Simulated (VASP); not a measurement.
# BP (F-43m) in VASP: settings compared

BP is run at these levels: r2SCAN, r2SCAN+D4; tasks: single point.

All numbers are computed with VASP 6.6.1; they aren't measurements. Logs are shortened: lines on timing, memory, paths and dates and some standing lists are left out, and cuts for length are marked.

### Step 1. The cell of the first run

The structure is cubic, space group F-43m (No. 216). Conventional cell: a = 4.537 Å, b = 4.537 Å, c = 4.537 Å, α = 90.00°, β = 90.00°, γ = 90.00°. Within 2.6 Å of B (site symmetry -43m) lie 4 P at 1.96 Å. P (site symmetry -43m) has 4 B at 1.96 Å within 2.6 Å.

### Step 2. Single point, r2SCAN

File POSCAR:

```
BP
1.0
    3.2079047924      0.0000000000      0.0000000000
    1.6039523962      2.7781270432      0.0000000000
    1.6039523962      0.9260423477      2.6192432950
B P
1 1
Direct
    0.0000000000      0.0000000000      0.0000000000
    0.2500000000      0.2500000000      0.2500000000
```

File INCAR.step1:

```
SYSTEM = BP
PREC = Accurate
ENCUT = 520
ISMEAR = 0
SIGMA = 0.01
LREAL = .False.
LASPH = .True.
NELM = 60
NBANDS = 11
GGA = PE
ALGO = Normal
EDIFF = 1E-4
LWAVE = .True.
LCHARG = .False.
```

File INCAR.step2:

```
SYSTEM = BP
PREC = Accurate
ENCUT = 520
EDIFF = 1E-6
ISMEAR = 0
SIGMA = 0.01
LREAL = .False.
LASPH = .True.
NELM = 60
ALGO = Normal
ISIF = 2
LWAVE = .False.
LCHARG = .False.
METAGGA = R2SCAN
LMIXTAU = .True.
NBANDS = 11
ISTART = 1
```

File KPOINTS:

```
regular mesh
0
Gamma
  8 8 8
  0 0 0
```

Potentials or basis: VASP PAW PBE potentials, release 64 (B, P).

On the command line:

```console
> cat potpaw_PBE.64/B/POTCAR potpaw_PBE.64/P/POTCAR > POTCAR
> cp INCAR.step1 INCAR
> mpirun -np 1 vasp_std > vasp.out
> cp INCAR.step2 INCAR
> mpirun -np 1 vasp_std > vasp.out
```

OUTCAR:

```text
SYSTEM = BP
   PREC = Accurate
   ENCUT = 520
   EDIFF = 1E-6
   ISMEAR = 0
   LREAL = .False.
   LASPH = .True.
   NELM = 60
   ISIF = 2
   METAGGA = R2SCAN
   ISTART = 1

 ion  position               nearest neighbor table
   1  0.000  0.000  0.000-   2 1.96   2 1.96   2 1.96   2 1.96
   2  0.250  0.250  0.250-   1 1.96   1 1.96   1 1.96   1 1.96

  LATTYP: Found a face centered cubic cell.
 ALAT       =     4.5366624643

  Lattice vectors:

 A1 = (   3.2079047924,   0.0000000000,   0.0000000000)
 A2 = (   1.6039523962,   2.7781270432,   0.0000000000)
 A3 = (   1.6039523962,   0.9260423477,   2.6192432950)

Analysis of symmetry for initial positions (statically):
=====================================================================
 Subroutine PRICEL returns:
 Original cell was already a primitive cell.

 Routine SETGRP: Setting up the symmetry group for a
 face centered cubic supercell.

 Subroutine GETGRP returns: Found 24 space group operations
 (whereof 24 operations were pure point group operations)
 out of a pool of 48 trial point group operations.

The static configuration has the point symmetry T_d .

Analysis of symmetry for dynamics (positions and initial velocities):
=====================================================================
 Subroutine PRICEL returns:
 Original cell was already a primitive cell.

 Routine SETGRP: Setting up the symmetry group for a
 face centered cubic supercell.

 Subroutine GETGRP returns: Found 24 space group operations
 (whereof 24 operations were pure point group operations)
 out of a pool of 48 trial point group operations.

The dynamic configuration has the point symmetry T_d .

 Subroutine INISYM returns: Found 24 space group operations
 (whereof 24 operations are pure point group operations),
 and found     1 'primitive' translations

----------------------------------------------------------------------------------------

                                     Primitive cell

  volume of cell :      23.3426

  direct lattice vectors                    reciprocal lattice vectors
     3.207904792  0.000000000  0.000000000     0.311729950 -0.179977370 -0.127263219
     1.603952396  2.778127043  0.000000000     0.000000000  0.359954741 -0.127263219
     1.603952396  0.926042348  2.619243295     0.000000000  0.000000000  0.381789657

  length of vectors
     3.207904792  3.207904792  3.207904792     0.381789657  0.381789657  0.381789657

  position of ions in fractional coordinates (direct lattice)
     0.000000000  0.000000000  0.000000000
     0.250000000  0.250000000  0.250000000

  ion indices of the primitive-cell ions
   primitive index   ion index
                 1           1
                 2           2

----------------------------------------------------------------------------------------

 KPOINTS: regular mesh

Automatic generation of k-mesh.
 Grid dimensions read from file:
 generate k-points for:    8    8    8

 Generating k-lattice:

  Cartesian coordinates                     Fractional coordinates (reciprocal lattice)
     0.038966244 -0.022497171 -0.015907902     0.125000000  0.000000000  0.000000000
     0.000000000  0.044994343 -0.015907902     0.000000000  0.125000000  0.000000000
     0.000000000  0.000000000  0.047723707     0.000000000  0.000000000  0.125000000

  Length of vectors
     0.047723707  0.047723707  0.047723707

  Shift w.r.t. Gamma in fractional coordinates (k-lattice)
     0.000000000  0.000000000  0.000000000

 Subroutine IBZKPT returns following result:
 ===========================================

 Found     29 irreducible k-points:

 Following reciprocal coordinates:
            Coordinates               Weight
  0.000000  0.000000  0.000000      1.000000
  0.125000  0.000000 -0.000000      8.000000
  0.250000  0.000000 -0.000000      8.000000
  0.375000  0.000000  0.000000      8.000000
  0.500000  0.000000 -0.000000      4.000000
  0.125000  0.125000 -0.000000      6.000000
[... 16 lines left out ...]
  0.500000  0.250000  0.125000     48.000000
 -0.375000  0.250000  0.125000     24.000000
 [... further k-points ...]
   k-points           NKPTS =     29   k-points in BZ     NKDIM =     29   number of bands    NBANDS=     11
   number of dos      NEDOS =    301   number of ions     NIONS =      2
   total plane-waves  NPLWV =  13824
   dimension x,y,z NGX =    24 NGY =   24 NGZ =   24
   dimension x,y,z NGXF=    48 NGYF=   48 NGZF=   48
   ions per type =               1   1
   NGX,Y,Z   is equivalent  to a cutoff of  12.44, 12.44, 12.44 a.u.
   NGXF,Y,Z  is equivalent  to a cutoff of  24.88, 24.88, 24.88 a.u.
 SYSTEM =  BP
   PREC   = accura    normal or accurate (medium, high low for compatibility)
   ISTART =      1    job   : 0-new  1-cont  2-samecut
   ICHARG =      0    charge: 1-file 2-atom 10-const
   ISPIN  =      1    spin polarized calculation?
   LNONCOLLINEAR =      F non collinear calculations
   LSORBIT =      F    spin-orbit coupling
   LASPH  =      T    aspherical Exc in radial PAW
   ENCUT  =  520.0 eV  38.22 Ry    6.18 a.u.   5.96  5.96  5.96*2*pi/ulx,y,z
   NELM   =     60;   NELMIN=  2; NELMDL=  0     # of ELM steps
   EDIFF  = 0.1E-05   stopping-criterion for ELM
   LREAL  =      F    real-space projection
   EDIFFG = 0.1E-04   stopping-criterion for IOM
   NSW    =      0    number of steps for IOM
   IBRION =     -1    ionic relax: 0-MD 1-quasi-New 2-CG
   NFREE  =      0    steps in history (QN), initial steepest desc. (CG)
   ISIF   =      2    stress and relaxation
   ISYM   =      2    0-nonsym 1-usesym 2-fastsym
   POTIM  = 0.5000    time-step for ionic-motion
   TEBEG  =    0.0;   TEEND  =   0.0 temperature during run
   PSTRESS=    0.0 pullay stress
   NELECT =       8.0000    total number of electrons
   NUPDOWN=      -1.0000    fix difference up-down
   EMIN   =  10.00;   EMAX   =-10.00  energy-range for DOS
   EFERMI =   0.00;   METHOD = LEGACY
   ISMEAR =     0;   SIGMA  =   0.01  broadening in eV -4-tet -1-fermi 0-gaus
   EFERMI_NEDOS =   21; number of points for ismear=-14 and -15
   IALGO  =     38    algorithm
   IMIX   =      4    mixing-type and parameters
     AMIX     =   0.40;   BMIX     =  1.00
     AMIX_MAG =   1.60;   BMIX_MAG =  1.00
  volume/ion in A,a.u.               =      11.67        78.76
  Fermi-wavevector in a.u.,A,eV,Ry     =   1.145658  2.164980 17.858088  1.312532
  Thomas-Fermi vector in A             =   2.282346
   LORBIT       =      0    0 simple, 1 ext, 2 COOP (PROOUT), +10 PAW based schemes
   METAGGA = R2SCAN    functional components
   LHFCALC =     F    Hartree Fock is set to
   AEXX    =    0.0000 exact exchange contribution
   IVDW    =     0    specifies the selected vdW correction
   LEPSILON=     F    determine dielectric tensor
   LRPA    =     F    only Hartree local field effects (RPA)
 non-spin polarized calculation
 Gauss-broadening in eV      SIGMA  =   0.01
  energy-cutoff  :      520.00
  volume of cell :       23.34
 maximum number of plane-waves:       638
   NGX = 11   NGY = 11   NGZ = 11

 number of electron       8.0000000 magnetization

 Free energy of the ion-electron system (eV)
  ---------------------------------------------------
  ext. energy  EPLUGINS =         0.00000000
  ---------------------------------------------------
  free energy    TOTEN  =       -17.30950772 eV

  energy without entropy =      -17.30950772  energy(sigma->0) =      -17.30950772

 E-fermi :   7.5525     XC(G=0): -11.5045

 val. band max:        7.4002838628   @ k =   0.0000   0.0000   0.0000
 cond. band min:       8.8759820742   @ k =   0.3750   0.3750   0.0000
 fundamental gap:      1.4756982114
 Fermi energy:         7.5525005123

 k-point     1 :       0.0000    0.0000    0.0000
  band No.  band energies     occupation
      1      -8.8674      2.00000
      2       7.4003      2.00000
      3       7.4003      2.00000
      4       7.4003      2.00000
      5      11.0417      0.00000
      6      11.0417      0.00000
      7      11.0417      0.00000
      8      15.4250      0.00000
      9      19.8110      0.00000
     10      20.0491      0.00000
     11      20.0491      0.00000

 k-point     2 :       0.1250    0.0000   -0.0000
  band No.  band energies     occupation
      1      -8.5718      2.00000
      2       5.4474      2.00000
      3       6.9469      2.00000
      4       6.9469      2.00000
      5      11.6484      0.00000
      6      11.6721      0.00000
      7      11.6721      0.00000
      8      16.2452      0.00000
      9      19.1501      0.00000
     10      19.1501      0.00000
     11      20.6774      0.00000

 k-point     3 :       0.2500    0.0000   -0.0000
  band No.  band energies     occupation
      1      -7.7047      2.00000
      2       2.2987      2.00000
      3       6.2157      2.00000
      4       6.2157      2.00000
      5      11.7607      0.00000
      6      12.4919      0.00000
      7      12.4919      0.00000
      8      17.7956      0.00000
      9      18.9167      0.00000
     10      18.9167      0.00000
     11      21.3383      0.00000

 k-point     4 :       0.3750    0.0000    0.0000
  band No.  band energies     occupation
      1      -6.3779      2.00000
      2      -0.5683      2.00000
      3       5.7082      2.00000
      4       5.7082      2.00000
      5      11.6134      0.00000
      6      12.5459      0.00000
      7      12.5459      0.00000
      8      18.3750      0.00000
      9      20.7114      0.00000
     10      20.7114      0.00000
     11      22.1759      0.00000

 k-point     5 :       0.5000    0.0000   -0.0000
  band No.  band energies     occupation
      1      -5.3720      2.00000
      2      -2.1065      2.00000
      3       5.5342      2.00000
      4       5.5342      2.00000
      5      11.5437      0.00000
      6      12.4307      0.00000
      7      12.4307      0.00000
      8      18.3229      0.00000
      9      22.8898      0.00000
     10      22.8898      0.00000
     11      23.2709      0.00000
[... 211 lines left out ...]
 k-point    21 :       0.5000    0.5000   -0.0000
  band No.  band energies     occupation
      1      -3.7023      2.00000
      2      -1.7318      2.00000
      3       3.0521      2.00000
      4       3.0521      2.00000
      5       8.9381      0.00000
      6       9.3082      0.00000
      7      20.4719      0.00000
      8      20.4719      0.00000
      9      23.8102      0.00000
     10      25.0103      0.00000
     11      26.2866      0.00000

 k-point    22 :       0.3750    0.2500    0.1250
  band No.  band energies     occupation
      1      -6.9428      2.00000
      2       2.1869      2.00000
      3       3.4128      2.00000
      4       5.3106      2.00000
      5      11.1631      0.00000
      6      13.8225      0.00000
      7      14.0717      0.00000
      8      15.4496      0.00000
      9      19.7037      0.00000
     10      22.1787      0.00000
     11      24.0478      0.00000

 k-point    23 :       0.5000    0.2500    0.1250
  band No.  band energies     occupation
      1      -5.6458      2.00000
      2      -0.0915      2.00000
      3       2.7212      2.00000
      4       4.5039      2.00000
      5      11.8597      0.00000
      6      13.2577      0.00000
      7      15.2577      0.00000
      8      16.3057      0.00000
      9      20.6863      0.00000
     10      21.5977      0.00000
     11      25.5031      0.00000

 k-point    24 :      -0.3750    0.2500    0.1250
  band No.  band energies     occupation
      1      -4.6694      2.00000
      2      -1.5141      2.00000
      3       2.6340      2.00000
      4       4.1176      2.00000
      5      11.9600      0.00000
      6      12.9617      0.00000
      7      16.3034      0.00000
      8      17.9156      0.00000
      9      18.4918      0.00000
     10      22.7119      0.00000
     11      25.2112      0.00000

 [... further k-points ...]

------------------------ aborting loop because EDIFF is reached ----------------------------------------

  FORCE on cell =-STRESS in cart. coord.  units (eV):
  Direction    XX          YY          ZZ          XY          YZ          ZX
  --------------------------------------------------------------------------------------
  -------------------------------------------------------------------------------------
  Total       -0.0740621     -0.0740621     -0.0740621     -0.0000000      0.0000000      0.0000000
  in kB       -5.0834331     -5.0834331     -5.0834331     -0.0000000      0.0000000      0.0000000
  external PRESSURE =      -5.0834331 kB  Pullay stress =       0.0000000 kB

 VOLUME and BASIS-vectors are now :
 -----------------------------------------------------------------------------
  energy-cutoff  :      520.00
  volume of cell :       23.34
      direct lattice vectors                 reciprocal lattice vectors
     3.207904792  0.000000000  0.000000000     0.311729950 -0.179977370 -0.127263219
     1.603952396  2.778127043  0.000000000     0.000000000  0.359954741 -0.127263219
     1.603952396  0.926042348  2.619243295     0.000000000  0.000000000  0.381789657

 POSITION                                       TOTAL-FORCE (eV/Angst)
 -----------------------------------------------------------------------------------
      0.00000      0.00000      0.00000         0.000000      0.000000     -0.000000
      1.60395      0.92604      0.65481        -0.000000     -0.000000      0.000000
 -----------------------------------------------------------------------------------
    total drift:                                0.000000      0.000000      0.000000

  FREE ENERGIE OF THE ION-ELECTRON SYSTEM (eV)
  ---------------------------------------------------
  free  energy   TOTEN  =       -17.3095077248 eV

  energy  without entropy=      -17.3095077248  energy(sigma->0) =      -17.30950772
```

Run time: 12 s. Hardware: 1 thread of Intel Xeon 6975P-C, shared host; peak memory 0.14 GiB.

What came out:

```
Free energy            : -17.3095 eV
Pressure               : -0.5 GPa
Band gap on the k mesh : 1.48 eV, indirect (least direct gap 3.64 eV)
```

Levels at points of the mesh, in eV from the valence-band top:
| k point | band 2 | band 3 | band 4 | band 5 | band 6 | band 7 |
| --- | --- | --- | --- | --- | --- | --- |
| (0.00, 0.00, 0.00) | 0.00 | 0.00 | 0.00 | 3.64 | 3.64 | 3.64 |
| (0.50, 0.00, 0.00) | -9.51 | -1.87 | -1.87 | 4.14 | 5.03 | 5.03 |
| (0.50, 0.50, 0.00) | -9.13 | -4.35 | -4.35 | 1.54 | 1.91 | 13.07 |

Caveat: the PAW data sets were made with another functional, which shifts forces and pressure a little.

[end of part 1 of 2]
